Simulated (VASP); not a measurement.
# CsCdCl3 (P4/mmm) in VASP: notebook

The runs below take CsCdCl3 through single point, with LDA.

All numbers are computed with VASP 6.6.1; they aren't measurements. Logs are shortened: lines on timing, memory, paths and dates and some standing lists are left out, and cuts for length are marked.

### 1 The cell of the first run

Symmetry: P4/mmm, No. 123, tetragonal system. Conventional cell: a = 5.200 Å, b = 5.200 Å, c = 5.096 Å, α = 90.00°, β = 90.00°, γ = 90.00°. Cs (site symmetry 4/mmm) has 12 Cl at 3.64 to 3.68 Å and 8 Cd at 4.47 Å within 4.8 Å. Cd (site symmetry 4/mmm) has 6 Cl at 2.55 to 2.60 Å within 3.4 Å. Within 3.4 Å of Cl (site symmetry mmm) lie 2 Cd at 2.60 Å. Within 3.4 Å of Cl (site symmetry 4/mmm) lie 2 Cd at 2.55 Å.

### 2 Single point, LDA (strain -0.0200 x Voigt [0, 1, 0, 0, 0, 0])

INCAR

```
SYSTEM = CsCdCl3
PREC = Accurate
ENCUT = 520
EDIFF = 1E-6
ISMEAR = 0
SIGMA = 0.05
LREAL = .False.
LASPH = .True.
NELM = 60
ALGO = Normal
ISIF = 2
LWAVE = .False.
LCHARG = .False.
NBANDS = 29
```

KPOINTS

```
regular mesh
0
Gamma
  6 6 6
  0 0 0
```

POSCAR

```
CsCdCl3
1.0
    5.2000000000      0.0000000000      0.0000000000
    0.0000000000      5.0960000000      0.0000000000
    0.0000000000      0.0000000000      5.2000000000
Cs Cd Cl
1 1 3
Direct
    0.0000000000      0.0000000000      0.0000000000
    0.5000000000      0.5000000000      0.5000000000
    0.0000000000      0.5000000000      0.5000000000
    0.5000000000      0.0000000000      0.5000000000
    0.5000000000      0.5000000000      0.0000000000
```

Potentials or basis: VASP PAW LDA potentials, release 64 (Cs_sv, Cd, Cl).

On the command line:

```
> cat potpaw_LDA.64/Cs_sv/POTCAR potpaw_LDA.64/Cd/POTCAR potpaw_LDA.64/Cl/POTCAR > POTCAR
> mpirun -np 1 vasp_std > vasp.out
```

OUTCAR:

```text
SYSTEM = CsCdCl3
   PREC = Accurate
   ENCUT = 520
   EDIFF = 1E-6
   ISMEAR = 0
   LREAL = .False.
   LASPH = .True.
   NELM = 60
   ISIF = 2

 ion  position               nearest neighbor table
   1  0.000  0.000  0.000-
   2  0.500  0.500  0.500-   4 2.55   4 2.55   5 2.60   5 2.60   3 2.60   3 2.60
   3  0.000  0.500  0.500-   2 2.60   2 2.60
   4  0.500  0.000  0.500-   2 2.55   2 2.55
   5  0.500  0.500  0.000-   2 2.60   2 2.60

  LATTYP: Found a simple tetragonal cell.
 ALAT       =     5.2000000000
 C/A-ratio  =     0.9800000000

  Lattice vectors:

 A1 = (  -5.2000000000,   0.0000000000,   0.0000000000)
 A2 = (   0.0000000000,   0.0000000000,   5.2000000000)
 A3 = (   0.0000000000,   5.0960000000,   0.0000000000)

Analysis of symmetry for initial positions (statically):
=====================================================================
 Subroutine PRICEL returns:
 Original cell was already a primitive cell.

 Routine SETGRP: Setting up the symmetry group for a
 simple tetragonal supercell.

 Subroutine GETGRP returns: Found 16 space group operations
 (whereof 16 operations were pure point group operations)
 out of a pool of 16 trial point group operations.

The static configuration has the point symmetry D_4h.

Analysis of symmetry for dynamics (positions and initial velocities):
=====================================================================
 Subroutine PRICEL returns:
 Original cell was already a primitive cell.

 Routine SETGRP: Setting up the symmetry group for a
 simple tetragonal supercell.

 Subroutine GETGRP returns: Found 16 space group operations
 (whereof 16 operations were pure point group operations)
 out of a pool of 16 trial point group operations.

The dynamic configuration has the point symmetry D_4h.

 Subroutine INISYM returns: Found 16 space group operations
 (whereof 16 operations are pure point group operations),
 and found     1 'primitive' translations

----------------------------------------------------------------------------------------

                                     Primitive cell

  volume of cell :     137.7958

  direct lattice vectors                    reciprocal lattice vectors
     5.200000000  0.000000000  0.000000000     0.192307692  0.000000000  0.000000000
     0.000000000  5.096000000  0.000000000     0.000000000  0.196232339  0.000000000
     0.000000000  0.000000000  5.200000000     0.000000000  0.000000000  0.192307692

  length of vectors
     5.200000000  5.096000000  5.200000000     0.192307692  0.196232339  0.192307692

  position of ions in fractional coordinates (direct lattice)
     0.000000000  0.000000000  0.000000000
     0.500000000  0.500000000  0.500000000
     0.000000000  0.500000000  0.500000000
     0.500000000  0.000000000  0.500000000
     0.500000000  0.500000000  0.000000000

  ion indices of the primitive-cell ions
   primitive index   ion index
                 1           1
                 2           2
                 3           3
                 4           4
                 5           5

----------------------------------------------------------------------------------------

 KPOINTS: regular mesh

Automatic generation of k-mesh.
 Grid dimensions read from file:
 generate k-points for:    6    6    6

 Generating k-lattice:

  Cartesian coordinates                     Fractional coordinates (reciprocal lattice)
     0.032051282  0.000000000  0.000000000     0.166666667  0.000000000  0.000000000
     0.000000000  0.032705390  0.000000000     0.000000000  0.166666667  0.000000000
     0.000000000  0.000000000  0.032051282     0.000000000  0.000000000  0.166666667

  Length of vectors
     0.032051282  0.032705390  0.032051282

  Shift w.r.t. Gamma in fractional coordinates (k-lattice)
     0.000000000  0.000000000  0.000000000

 Subroutine IBZKPT returns following result:
 ===========================================

 Found     40 irreducible k-points:

 Following reciprocal coordinates:
            Coordinates               Weight
  0.000000  0.000000  0.000000      1.000000
  0.166667  0.000000  0.000000      4.000000
  0.333333  0.000000  0.000000      4.000000
  0.500000  0.000000  0.000000      2.000000
  0.000000  0.166667  0.000000      2.000000
  0.166667  0.166667  0.000000      8.000000
[... 16 lines left out ...]
  0.166667  0.333333  0.166667      8.000000
  0.333333  0.333333  0.166667     16.000000
 [... further k-points ...]
   k-points           NKPTS =     40   k-points in BZ     NKDIM =     40   number of bands    NBANDS=     29
   number of dos      NEDOS =    301   number of ions     NIONS =      5
   total plane-waves  NPLWV =  64000
   dimension x,y,z NGX =    40 NGY =   40 NGZ =   40
   dimension x,y,z NGXF=    80 NGYF=   80 NGZF=   80
   ions per type =               1   1   3
   NGX,Y,Z   is equivalent  to a cutoff of  12.79, 13.05, 12.79 a.u.
   NGXF,Y,Z  is equivalent  to a cutoff of  25.58, 26.10, 25.58 a.u.
 SYSTEM =  CsCdCl3
   PREC   = accura    normal or accurate (medium, high low for compatibility)
   ISTART =      0    job   : 0-new  1-cont  2-samecut
   ICHARG =      2    charge: 1-file 2-atom 10-const
   ISPIN  =      1    spin polarized calculation?
   LNONCOLLINEAR =      F non collinear calculations
   LSORBIT =      F    spin-orbit coupling
   LASPH  =      T    aspherical Exc in radial PAW
   ENCUT  =  520.0 eV  38.22 Ry    6.18 a.u.   9.67  9.48  9.67*2*pi/ulx,y,z
   NELM   =     60;   NELMIN=  2; NELMDL= -5     # of ELM steps
   EDIFF  = 0.1E-05   stopping-criterion for ELM
   LREAL  =      F    real-space projection
   EDIFFG = 0.1E-04   stopping-criterion for IOM
   NSW    =      0    number of steps for IOM
   IBRION =     -1    ionic relax: 0-MD 1-quasi-New 2-CG
   NFREE  =      0    steps in history (QN), initial steepest desc. (CG)
   ISIF   =      2    stress and relaxation
   ISYM   =      2    0-nonsym 1-usesym 2-fastsym
   POTIM  = 0.5000    time-step for ionic-motion
   TEBEG  =    0.0;   TEEND  =   0.0 temperature during run
   PSTRESS=    0.0 pullay stress
   NELECT =      42.0000    total number of electrons
   NUPDOWN=      -1.0000    fix difference up-down
   EMIN   =  10.00;   EMAX   =-10.00  energy-range for DOS
   EFERMI =   0.00;   METHOD = LEGACY
   ISMEAR =     0;   SIGMA  =   0.05  broadening in eV -4-tet -1-fermi 0-gaus
   EFERMI_NEDOS =   21; number of points for ismear=-14 and -15
   IALGO  =     38    algorithm
   IMIX   =      4    mixing-type and parameters
     AMIX     =   0.40;   BMIX     =  1.00
     AMIX_MAG =   1.60;   BMIX_MAG =  1.00
  volume/ion in A,a.u.               =      27.56       185.98
  Fermi-wavevector in a.u.,A,eV,Ry     =   1.101740  2.081987 16.515182  1.213832
  Thomas-Fermi vector in A             =   2.238172
   LORBIT       =      0    0 simple, 1 ext, 2 COOP (PROOUT), +10 PAW based schemes
   GGA     = CA    functional components
   LHFCALC =     F    Hartree Fock is set to
   AEXX    =    0.0000 exact exchange contribution
   IVDW    =     0    specifies the selected vdW correction
   LEPSILON=     F    determine dielectric tensor
   LRPA    =     F    only Hartree local field effects (RPA)
 non-spin polarized calculation
 Gauss-broadening in eV      SIGMA  =   0.05
  energy-cutoff  :      520.00
  volume of cell :      137.80
 maximum number of plane-waves:      3749
 NGX is ok and might be reduce to    40
   NGX = 19   NGY = 19   NGZ = 19

 number of electron      42.0000004 magnetization

 Free energy of the ion-electron system (eV)
  ---------------------------------------------------
  ext. energy  EPLUGINS =         0.00000000
  ---------------------------------------------------
  free energy    TOTEN  =       -16.82467117 eV

  energy without entropy =      -16.82467117  energy(sigma->0) =      -16.82467117

 E-fermi :   0.3502     XC(G=0):  -9.2305

 val. band max:        0.1356661921   @ k =   0.5000   0.5000   0.5000
 cond. band min:       1.6664826513   @ k =   0.0000   0.0000   0.0000
 fundamental gap:      1.5308164592
 Fermi energy:         0.3501601022

 k-point     1 :       0.0000    0.0000    0.0000
  band No.  band energies     occupation
      1     -18.8732      2.00000
      2     -13.5913      2.00000
      3     -13.0290      2.00000
      4     -12.9535      2.00000
      5      -6.5247      2.00000
      6      -6.5247      2.00000
[... 21 lines left out ...]
     28       7.2445      0.00000
     29      11.1731      0.00000

 k-point     2 :       0.1667    0.0000    0.0000
  band No.  band energies     occupation
      1     -18.8705      2.00000
      2     -13.5637      2.00000
      3     -13.0263      2.00000
      4     -12.9624      2.00000
      5      -6.5418      2.00000
      6      -6.5289      2.00000
[... 21 lines left out ...]
     28       7.5365      0.00000
     29      10.6602      0.00000

 k-point     3 :       0.3333    0.0000    0.0000
  band No.  band energies     occupation
      1     -18.8651      2.00000
      2     -13.5074      2.00000
      3     -13.0179      2.00000
      4     -12.9820      2.00000
      5      -6.8218      2.00000
      6      -6.5737      2.00000
[... 21 lines left out ...]
     28       8.2781      0.00000
     29       9.3870      0.00000

 k-point     4 :       0.5000    0.0000    0.0000
  band No.  band energies     occupation
      1     -18.8624      2.00000
      2     -13.4789      2.00000
      3     -13.0048      2.00000
      4     -13.0000      2.00000
      5      -6.9892      2.00000
      6      -6.5885      2.00000
[... 21 lines left out ...]
     28       8.7040      0.00000
     29       8.8559      0.00000

 k-point     5 :       0.0000    0.1667    0.0000
  band No.  band energies     occupation
      1     -18.8701      2.00000
      2     -13.5451      2.00000
      3     -13.0482      2.00000
      4     -12.9516      2.00000
      5      -6.5459      2.00000
      6      -6.5459      2.00000
[... 21 lines left out ...]
     28       7.5356      0.00000
     29      10.7109      0.00000
[... 510 lines left out ...]
     28       8.5421      0.00000
     29       9.1641      0.00000

 k-point    22 :       0.5000    0.1667    0.1667
  band No.  band energies     occupation
      1     -18.8581      2.00000
      2     -13.3889      2.00000
      3     -13.0107      2.00000
      4     -13.0105      2.00000
      5      -7.0116      2.00000
      6      -6.6110      2.00000
[... 21 lines left out ...]
     28       8.4968      0.00000
     29       9.1130      0.00000

 k-point    23 :       0.1667    0.3333    0.1667
  band No.  band energies     occupation
      1     -18.8596      2.00000
      2     -13.3691      2.00000
      3     -13.0902      2.00000
      4     -12.9625      2.00000
      5      -6.9484      2.00000
      6      -6.6079      2.00000
[... 21 lines left out ...]
     28       8.6344      0.00000
     29       9.2969      0.00000

 k-point    24 :       0.3333    0.3333    0.1667
  band No.  band energies     occupation
      1     -18.8555      2.00000
      2     -13.2974      2.00000
      3     -13.0728      2.00000
      4     -12.9844      2.00000
      5      -7.0132      2.00000
      6      -6.7368      2.00000
[... 21 lines left out ...]
     28       8.6809      0.00000
     29       9.1450      0.00000

 [... further k-points ...]
[... 5 lines left out ...]
  --------------------------------------------------------------------------------------
  -------------------------------------------------------------------------------------
  Total       -1.0800212     -0.2434935     -1.0800212      0.0000000      0.0000000      0.0000000
  in kB      -12.5576031     -2.8311438    -12.5576031      0.0000000      0.0000000      0.0000000
  external PRESSURE =      -9.3154500 kB  Pullay stress =       0.0000000 kB

 VOLUME and BASIS-vectors are now :
 -----------------------------------------------------------------------------
  energy-cutoff  :      520.00
  volume of cell :      137.80
      direct lattice vectors                 reciprocal lattice vectors
     5.200000000  0.000000000  0.000000000     0.192307692  0.000000000  0.000000000
     0.000000000  5.096000000  0.000000000     0.000000000  0.196232339  0.000000000
     0.000000000  0.000000000  5.200000000     0.000000000  0.000000000  0.192307692

 POSITION                                       TOTAL-FORCE (eV/Angst)
 -----------------------------------------------------------------------------------
      0.00000      0.00000      0.00000         0.000000      0.000000      0.000000
      2.60000      2.54800      2.60000         0.000000      0.000000      0.000000
      0.00000      2.54800      2.60000         0.000000      0.000000      0.000000
      2.60000      0.00000      2.60000         0.000000      0.000000      0.000000
      2.60000      2.54800      0.00000         0.000000      0.000000      0.000000
 -----------------------------------------------------------------------------------
    total drift:                                0.000000      0.000000     -0.000000

  FREE ENERGIE OF THE ION-ELECTRON SYSTEM (eV)
  ---------------------------------------------------
  free  energy   TOTEN  =       -16.8246711660 eV

  energy  without entropy=      -16.8246711660  energy(sigma->0) =      -16.82467117
```

Run time: 2.1 min. Hardware: 1 thread of Intel Xeon Platinum 8259CL at 2.50GHz (Skylake/Cascade Lake), shared host; peak memory 0.29 GiB.

Results:

* Free energy: -16.8247 eV
* Pressure: -0.9 GPa
* Band gap on the k mesh: 1.53 eV, indirect (least direct gap 2.21 eV)

Levels at points of the mesh, in eV from the valence-band top:
| k point | band 17 | band 18 | band 19 | band 20 | band 21 | band 22 | band 23 | band 24 | band 25 | band 26 |
| --- | --- | --- | --- | --- | --- | --- | --- | --- | --- | --- |
| (0.00, 0.00, 0.00) | -1.05 | -1.01 | -0.68 | -0.68 | -0.68 | 1.53 | 5.53 | 5.73 | 5.81 | 7.01 |
| (0.50, 0.00, 0.00) | -1.28 | -1.00 | -0.99 | -0.97 | -0.97 | 4.25 | 6.86 | 7.09 | 7.67 | 7.94 |
| (0.00, 0.50, 0.00) | -1.27 | -1.07 | -1.07 | -0.97 | -0.97 | 4.48 | 6.93 | 7.26 | 7.62 | 8.03 |
| (0.50, 0.50, 0.00) | -1.24 | -1.14 | -1.14 | -0.39 | -0.03 | 6.21 | 6.94 | 7.15 | 7.60 | 8.05 |
| (0.50, 0.00, 0.50) | -1.26 | -1.22 | -1.22 | -0.41 | -0.10 | 6.05 | 7.01 | 7.01 | 7.56 | 7.92 |
| (0.50, 0.50, 0.50) | -0.38 | -0.36 | -0.36 | -0.09 | 0.00 | 5.56 | 5.56 | 5.67 | 7.22 | 8.02 |

Caveat: the cell differs from its parent crystal (strain -0.0200 x Voigt [0, 1, 0, 0, 0, 0]); spin-orbit coupling is left out, which moves the levels of the heavy elements.

### 3 Single point, LDA (strain -0.0100 x Voigt [0, 1, 0, 0, 0, 0])

INCAR

```
SYSTEM = CsCdCl3
  PREC = Accurate
  ENCUT = 520
  EDIFF = 1E-7
  ISMEAR = 0
  SIGMA = 0.05
  LREAL = .False.
  LASPH = .True.
  NELM = 60
  ALGO = Normal
  ISIF = 2
  LWAVE = .False.
  LCHARG = .True.
  LELF = .True.
  LVHAR = .True.
  NBANDS = 29
```

KPOINTS

```
Automatic mesh
0
Gamma
  6 6 6
  0 0 0
```

Edit POSCAR of step 2 so:

```diff
@@ -3,3 +3,3 @@
     5.2000000000      0.0000000000      0.0000000000
-    0.0000000000      5.0960000000      0.0000000000
+    0.0000000000      5.1480000000      0.0000000000
     0.0000000000      0.0000000000      5.2000000000
```

Potentials or basis: VASP PAW LDA potentials, release 64 (Cs_sv, Cd, Cl).

On the command line:

```
> cat potpaw_LDA.64/Cs_sv/POTCAR potpaw_LDA.64/Cd/POTCAR potpaw_LDA.64/Cl/POTCAR > POTCAR
> mpirun -np 1 vasp_std > vasp.out
```

It took 2 min on 1 thread of Intel Xeon Platinum 8259CL at 2.50GHz (Skylake/Cascade Lake), shared host; peak memory 0.29 GiB.

It converged, with:

* Free energy: -16.8192 eV
* Pressure: -1.3 GPa
* Band gap on the k mesh: 1.54 eV, indirect (least direct gap 2.16 eV)

Stress tensor (GPa, compression positive):
```
-1.48  0.00  0.00
 0.00 -1.03  0.00
 0.00  0.00 -1.48
```

Levels at points of the mesh, in eV from the valence-band top:
```tsv
k point	band 17	band 18	band 19	band 20	band 21	band 22	band 23	band 24	band 25	band 26
(0.00, 0.00, 0.00)	-0.98	-0.96	-0.63	-0.63	-0.63	1.54	5.55	5.81	5.85	7.09
(0.50, 0.00, 0.00)	-1.21	-0.95	-0.95	-0.91	-0.91	4.27	6.89	7.16	7.70	7.98
(0.00, 0.50, 0.00)	-1.20	-0.99	-0.99	-0.91	-0.91	4.38	6.93	7.24	7.68	8.02
(0.50, 0.50, 0.00)	-1.18	-1.11	-1.10	-0.34	-0.02	6.14	7.00	7.11	7.63	8.06
(0.50, 0.00, 0.50)	-1.17	-1.16	-1.16	-0.35	-0.05	6.06	7.04	7.04	7.61	8.00
(0.50, 0.50, 0.50)	-0.33	-0.32	-0.32	-0.04	0.00	5.61	5.61	5.67	7.26	7.94
```

Caveat: the cell differs from its parent crystal (strain -0.0100 x Voigt [0, 1, 0, 0, 0, 0]); spin-orbit coupling is left out, which moves the levels of the heavy elements.

(Part 1 of 2 ends here.)
